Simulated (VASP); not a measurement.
# Ag (P6_3/mmc) in VASP: further runs

Runs on Ag. Level: PBEsol. Tasks: single point.

Everything below comes from runs of VASP 6.6.1. Logs are shortened: lines on timing, memory, paths and dates and some standing lists are left out, and cuts for length are marked.

**1. The cell of the first run**

It takes space group P6_3/mmc (No. 194, hexagonal). Conventional cell: a = 2.775 Å, b = 2.775 Å, c = 4.545 Å, α = 90.00°, β = 90.00°, γ = 120.00°. Within 3.7 Å of Ag (site symmetry -6m2) lie 12 Ag at 2.77 to 2.78 Å.

**2. Single point, PBEsol**

INCAR reads:

```
SYSTEM = Ag
  ALGO = Normal
  EDIFF = 1E-7
  ENCUT = 520
  GGA = PS
  ISIF = 2
  ISMEAR = -1
  LASPH = .TRUE.
  LCHARG = .FALSE.
  LREAL = .FALSE.
  LWAVE = .FALSE.
  NBANDS = 18
  NELM = 60
  PREC = Accurate
  SIGMA = 0.1
```

KPOINTS reads:

```
k-points
0
G
  18 18 10
  0 0 0
```

POSCAR reads:

```
Ag
1.0
    2.7748487429      0.0000000000      0.0000000000
   -1.3874243715      2.4030895030      0.0000000000
    0.0000000000      0.0000000000      4.5445638410
Ag
2
Direct
    0.3333333333      0.6666666667      0.2500000000
    0.6666666667      0.3333333333      0.7500000000
```

Potentials or basis: VASP PAW PBE potentials, release 64 (Ag).

On the command line:

```sh
cat potpaw_PBE.64/Ag/POTCAR > POTCAR
mpirun -np 1 vasp_std > vasp.out
```

OUTCAR:

```text
SYSTEM = Ag
   EDIFF = 1E-7
   ENCUT = 520
   GGA = PS
   ISIF = 2
   ISMEAR = -1
   LASPH = .TRUE.
   LREAL = .FALSE.
   NELM = 60
   PREC = Accurate

 ion  position               nearest neighbor table
   1  0.333  0.667  0.250-   2 2.78   2 2.78   2 2.78   2 2.78   2 2.78   2 2.78
   2  0.667  0.333  0.750-   1 2.78   1 2.78   1 2.78   1 2.78   1 2.78   1 2.78

  LATTYP: Found a hexagonal cell.
 ALAT       =     2.7748487429
 C/A-ratio  =     1.6377699335

  Lattice vectors:

 A1 = (   2.7748487429,   0.0000000000,   0.0000000000)
 A2 = (  -1.3874243715,   2.4030895030,   0.0000000000)
 A3 = (   0.0000000000,   0.0000000000,   4.5445638410)

Analysis of symmetry for initial positions (statically):
=====================================================================
 Subroutine PRICEL returns:
 Original cell was already a primitive cell.

 Routine SETGRP: Setting up the symmetry group for a
 hexagonal supercell.

 Subroutine GETGRP returns: Found 24 space group operations
 (whereof 12 operations were pure point group operations)
 out of a pool of 24 trial point group operations.

The static configuration has the point symmetry D_3d.
 The point group associated with its full space group is D_6h.

Analysis of symmetry for dynamics (positions and initial velocities):
=====================================================================
 Subroutine PRICEL returns:
 Original cell was already a primitive cell.

 Routine SETGRP: Setting up the symmetry group for a
 hexagonal supercell.

 Subroutine GETGRP returns: Found 24 space group operations
 (whereof 12 operations were pure point group operations)
 out of a pool of 24 trial point group operations.

The dynamic configuration has the point symmetry D_3d.
 The point group associated with its full space group is D_6h.

 Subroutine INISYM returns: Found 24 space group operations
 (whereof 12 operations are pure point group operations),
 and found     1 'primitive' translations

----------------------------------------------------------------------------------------

                                     Primitive cell

  volume of cell :      30.3041

  direct lattice vectors                    reciprocal lattice vectors
     2.774848743  0.000000000  0.000000000     0.360380004  0.208065492  0.000000000
    -1.387424372  2.403089503  0.000000000     0.000000000  0.416130984  0.000000000
     0.000000000  0.000000000  4.544563841     0.000000000  0.000000000  0.220043119

  length of vectors
[... 81 lines left out ...]
   NELM   =     60;   NELMIN=  2; NELMDL= -5     # of ELM steps
   EDIFF  = 0.1E-06   stopping-criterion for ELM
   LREAL  =      F    real-space projection
   EDIFFG = 0.1E-05   stopping-criterion for IOM
   NSW    =      0    number of steps for IOM
   IBRION =     -1    ionic relax: 0-MD 1-quasi-New 2-CG
   NFREE  =      0    steps in history (QN), initial steepest desc. (CG)
   ISIF   =      2    stress and relaxation
   ISYM   =      2    0-nonsym 1-usesym 2-fastsym
   POTIM  = 0.5000    time-step for ionic-motion
   TEBEG  =    0.0;   TEEND  =   0.0 temperature during run
   PSTRESS=    0.0 pullay stress
   NELECT =      22.0000    total number of electrons
   NUPDOWN=      -1.0000    fix difference up-down
   EMIN   =  10.00;   EMAX   =-10.00  energy-range for DOS
   EFERMI =   0.00;   METHOD = LEGACY
   ISMEAR =    -1;   SIGMA  =   0.10  broadening in eV -4-tet -1-fermi 0-gaus
   EFERMI_NEDOS =   21; number of points for ismear=-14 and -15
   IALGO  =     38    algorithm
   IMIX   =      4    mixing-type and parameters
     AMIX     =   0.40;   BMIX     =  1.00
     AMIX_MAG =   1.60;   BMIX_MAG =  1.00
  volume/ion in A,a.u.               =      15.15       102.25
  Fermi-wavevector in a.u.,A,eV,Ry     =   1.471347  2.780443 29.454753  2.164863
  Thomas-Fermi vector in A             =   2.586494
   LORBIT       =      0    0 simple, 1 ext, 2 COOP (PROOUT), +10 PAW based schemes
   GGA     = PS    functional components
   LHFCALC =     F    Hartree Fock is set to
   AEXX    =    0.0000 exact exchange contribution
   IVDW    =     0    specifies the selected vdW correction
   LEPSILON=     F    determine dielectric tensor
   LRPA    =     F    only Hartree local field effects (RPA)
 non-spin polarized calculation
  energy-cutoff  :      520.00
  volume of cell :       30.30
 maximum number of plane-waves:       830
 NGX is ok and might be reduce to    24
   NGX = 11   NGY = 11   NGZ = 17

 number of electron      21.9999995 magnetization

 Free energy of the ion-electron system (eV)
  ---------------------------------------------------
  ext. energy  EPLUGINS =         0.00000000
  ---------------------------------------------------
  free energy    TOTEN  =        -6.48876731 eV

  energy without entropy =       -6.46800906  energy(sigma->0) =       -6.47838819

 E-fermi :   9.9694     XC(G=0): -13.1303

 val. band max:        9.9396133392   @ k =   0.5000  -0.0000   0.2000
 cond. band min:       9.9789262712   @ k =   0.3333   0.1667   0.3000
 fundamental gap:      0.0393129320
 Fermi energy:         9.9693935504

 k-point     1 :       0.0000    0.0000    0.0000
  band No.  band energies     occupation
      1       1.2369      2.00000
      2       2.7746      2.00000
      3       4.7184      2.00000
      4       4.8446      2.00000
      5       4.8446      2.00000
      6       5.1423      2.00000
[... 481 lines left out ...]
      5       5.0966      2.00000
      6       5.3471      2.00000
[... 10 lines left out ...]
     17      21.8566      0.00000
     18      25.7052      0.00000

 [... further k-points ...]

------------------------ aborting loop because EDIFF is reached ----------------------------------------

  FORCE on cell =-STRESS in cart. coord.  units (eV):
  Direction    XX          YY          ZZ          XY          YZ          ZX
  --------------------------------------------------------------------------------------
  -------------------------------------------------------------------------------------
  Total        2.7686783      2.7686783      2.7638568     -0.0000000      0.0000000      0.0000000
  in kB      146.3799528    146.3799528    146.1250406     -0.0000000      0.0000000      0.0000000
  external PRESSURE =     146.2949821 kB  Pullay stress =       0.0000000 kB

 VOLUME and BASIS-vectors are now :
 -----------------------------------------------------------------------------
  energy-cutoff  :      520.00
  volume of cell :       30.30
      direct lattice vectors                 reciprocal lattice vectors
     2.774848743  0.000000000  0.000000000     0.360380004  0.208065492  0.000000000
    -1.387424372  2.403089503  0.000000000     0.000000000  0.416130984  0.000000000
     0.000000000  0.000000000  4.544563841     0.000000000  0.000000000  0.220043119

 POSITION                                       TOTAL-FORCE (eV/Angst)
 -----------------------------------------------------------------------------------
     -0.00000      1.60206      1.13614        -0.000000     -0.000000      0.000000
      1.38742      0.80103      3.40842         0.000000      0.000000      0.000000
 -----------------------------------------------------------------------------------
    total drift:                                0.000000     -0.000000      0.000000

  FREE ENERGIE OF THE ION-ELECTRON SYSTEM (eV)
  ---------------------------------------------------
  free  energy   TOTEN  =        -6.4887673124 eV

  energy  without entropy=       -6.4680090632  energy(sigma->0) =       -6.47838819
```

Run time: 44 s. Hardware: 1 thread of Intel Xeon Platinum 8488C (Sapphire Rapids), shared host; peak memory 0.23 GiB.

Results:

- Free energy: -6.4888 eV
- Pressure: 14.6 GPa
- Band gap on the k mesh: zero (band 11 reaches 14.41 eV, above the bottom of band 12 at 6.45 eV)

Caveat: the PAW data sets were made with another functional, which shifts forces and pressure a little.

**3. Single point, PBEsol**

This run uses another cell than the first one, of 15.57 Å³/atom, 1.028 times its volume.

INCAR reads:

```
PREC = Accurate ; ENCUT = 520
EDIFF = 1E-6 ; ISMEAR = -1
SIGMA = 0.1 ; LREAL = False
LASPH = True ; NELM = 80
ALGO = Normal ; ISIF = 2
LWAVE = False ; LCHARG = False
GGA = PS ; NBANDS = 18
```

KPOINTS reads:

```
Automatic mesh
0
Gamma
  18 18 10
```

POSCAR reads:

```
Ag
1.0
    2.7999925748      0.0000000000      0.0000000000
   -1.3999962874      2.4248647002      0.0000000000
    0.0000000000      0.0000000000      4.5862154624
Ag
2
Direct
    0.3333333333      0.6666666667      0.2500000000
    0.6666666667      0.3333333333      0.7500000000
```

Potentials or basis: VASP PAW PBE potentials, release 64 (Ag).

On the command line:

```sh
cat potpaw_PBE.64/Ag/POTCAR > POTCAR
mpirun -np 1 vasp_std > vasp.out
```

OUTCAR:

```text
PREC = Accurate
   ENCUT = 520
   EDIFF = 1E-6
   ISMEAR = -1
   LREAL = False
   LASPH = True
   NELM = 80
   ISIF = 2
   GGA = PS

 ion  position               nearest neighbor table
   1  0.333  0.667  0.250-   2 2.81   2 2.81   2 2.81   2 2.81   2 2.81   2 2.81
   2  0.667  0.333  0.750-   1 2.81   1 2.81   1 2.81   1 2.81   1 2.81   1 2.81

  LATTYP: Found a hexagonal cell.
 ALAT       =     2.7999925748
 C/A-ratio  =     1.6379384373

  Lattice vectors:

[... 691 lines left out ...]
 [... further k-points ...]

------------------------ aborting loop because EDIFF is reached ----------------------------------------

  FORCE on cell =-STRESS in cart. coord.  units (eV):
  Direction    XX          YY          ZZ          XY          YZ          ZX
  --------------------------------------------------------------------------------------
  -------------------------------------------------------------------------------------
  Total        1.8823550      1.8823550      1.8798102      0.0000000      0.0000000      0.0000000
  in kB       96.8530424     96.8530424     96.7221069      0.0000000      0.0000000      0.0000000
  external PRESSURE =      96.8093972 kB  Pullay stress =       0.0000000 kB

 VOLUME and BASIS-vectors are now :
 -----------------------------------------------------------------------------
  energy-cutoff  :      520.00
  volume of cell :       31.14
      direct lattice vectors                 reciprocal lattice vectors
     2.799992575  0.000000000  0.000000000     0.357143804  0.206197072  0.000000000
    -1.399996287  2.424864700  0.000000000     0.000000000  0.412394143  0.000000000
     0.000000000  0.000000000  4.586215462     0.000000000  0.000000000  0.218044706

 POSITION                                       TOTAL-FORCE (eV/Angst)
 -----------------------------------------------------------------------------------
     -0.00000      1.61658      1.14655        -0.000000      0.000000      0.000000
      1.40000      0.80829      3.43966         0.000000     -0.000000      0.000000
 -----------------------------------------------------------------------------------
    total drift:                               -0.000000      0.000000     -0.000000

  FREE ENERGIE OF THE ION-ELECTRON SYSTEM (eV)
  ---------------------------------------------------
  free  energy   TOTEN  =        -6.5523323879 eV

  energy  without entropy=       -6.5316220855  energy(sigma->0) =       -6.54197724
```

OSZICAR:

```text
N       E                     dE             d eps       ncg     rms          rms(c)
DAV:   1     0.128208696774E+03    0.12821E+03   -0.11929E+04  7992   0.124E+03
DAV:   2    -0.511710272561E+01   -0.13333E+03   -0.12707E+03  8250   0.277E+02
DAV:   3    -0.729984402831E+01   -0.21827E+01   -0.21753E+01  9334   0.398E+01
DAV:   4    -0.730620644350E+01   -0.63624E-02   -0.63619E-02  8830   0.209E+00
DAV:   5    -0.730625312380E+01   -0.46680E-04   -0.46679E-04  8738   0.190E-01    0.100E+01
DAV:   6    -0.659149095743E+01    0.71476E+00   -0.15843E+00  8238   0.139E+01    0.583E+00
DAV:   7    -0.656139280517E+01    0.30098E-01   -0.27022E-02  8828   0.167E+00    0.304E+00
DAV:   8    -0.655231611958E+01    0.90767E-02   -0.18884E-03  8254   0.357E-01    0.191E-01
DAV:   9    -0.655232569174E+01   -0.95722E-05   -0.15877E-05  9094   0.320E-02    0.175E-02
DAV:  10    -0.655233348550E+01   -0.77938E-05   -0.31851E-06  8522   0.167E-02    0.144E-02
DAV:  11    -0.655233244718E+01    0.10383E-05   -0.88227E-08  4328   0.262E-03    0.552E-04
DAV:  12    -0.655233238791E+01    0.59275E-07   -0.12429E-08  4152   0.914E-04
   1 F= -.65523324E+01 E0= -.65419772E+01  d E =-.207103E-01
```

Wall time 44 s (1 thread of Intel Xeon Platinum 8488C (Sapphire Rapids), shared host); peak memory 0.23 GiB.

What came out:

* Free energy: -6.5523 eV
* Pressure: 9.7 GPa
* Band gap on the k mesh: zero (band 11 reaches 13.89 eV, above the bottom of band 12 at 6.06 eV)

Caveat: the PAW data sets were made with another functional, which shifts forces and pressure a little.

**4. Single point, PBEsol**

This run uses another cell than the first one, of 15.86 Å³/atom, 1.047 times its volume.

INCAR reads:

```
SYSTEM = Ag
PREC = Accurate ; ENCUT = 520
EDIFF = 1E-6 ; ISMEAR = -1
SIGMA = 0.1 ; LREAL = .FALSE.
LASPH = .TRUE. ; NELM = 60
ALGO = Normal ; ISIF = 2
LWAVE = .FALSE. ; LCHARG = .TRUE.
GGA = PS ; LELF = .TRUE.
LVHAR = .TRUE. ; NBANDS = 18
```

KPOINTS reads:

```
Automatic mesh
0
G
  18 18 10
  0 0 0
```

POSCAR reads:

```
Ag
1.0
    2.8172528207      0.0000000000      0.0000000000
   -1.4086264103      2.4398125116      0.0000000000
    0.0000000000      0.0000000000      4.6149058144
Ag
2
Direct
    0.3333333333      0.6666666667      0.2500000000
    0.6666666667      0.3333333333      0.7500000000
```

On the command line:

```sh
cat potpaw_PBE.64/Ag/POTCAR > POTCAR
mpirun -np 1 vasp_std > vasp.out
```

Wall time 48 s (1 thread of Intel Xeon Platinum 8488C (Sapphire Rapids), shared host); peak memory 0.23 GiB.

Results (log left out):

```yaml
Free_energy: -6.5824 eV
Pressure: 6.7 GPa
Band_gap_on_the_k_mesh: zero (band 11 reaches 13.55 eV, above the bottom of band 12 at 5.81 eV)
```

Levels at points of the mesh, in eV from the Fermi level:
| k point | band 8 | band 9 | band 10 | band 11 | band 12 | band 13 | band 14 | band 15 |
| --- | --- | --- | --- | --- | --- | --- | --- | --- |
| (0.00, 0.00, 0.00) | -4.24 | -4.24 | -3.09 | -3.09 | -0.67 | 3.97 | 15.84 | 17.78 |
| (0.50, 0.00, 0.00) | -2.93 | -2.88 | -2.77 | 0.10 | 1.75 | 7.20 | 7.44 | 10.04 |
| (0.00, 0.00, 0.50) | -4.83 | -3.45 | -3.45 | -3.45 | -3.45 | 11.63 | 11.63 | 16.24 |
| (0.50, 0.00, 0.50) | -3.17 | -2.83 | -2.83 | 0.65 | 0.65 | 5.04 | 5.04 | 14.21 |

Caveat: the PAW data sets were made with another functional, which shifts forces and pressure a little.

**5. Summary**

```csv
cell,gap on the mesh (eV),pressure (GPa)
"a = 2.775, b = 2.775, c = 4.545 Å, angles 90.0, 90.0, 120.0°, 2 atoms",none,14.6
"a = 2.800, b = 2.800, c = 4.586 Å, angles 90.0, 90.0, 120.0°, 2 atoms",none,9.7
"a = 2.817, b = 2.817, c = 4.615 Å, angles 90.0, 90.0, 120.0°, 2 atoms",none,6.7
```

Alike in all rows: task single point; level PBEsol; potentials or basis VASP PAW PBE potentials, release 64 (Ag); no spin polarisation; k mesh 18 × 18 × 10; cutoff (eV) 520; smearing fermi-dirac 0.1 eV.

Caveats: the PAW data sets were made with another functional, which shifts forces and pressure a little.

Absolute energies hang on the potentials; compare differences alone.
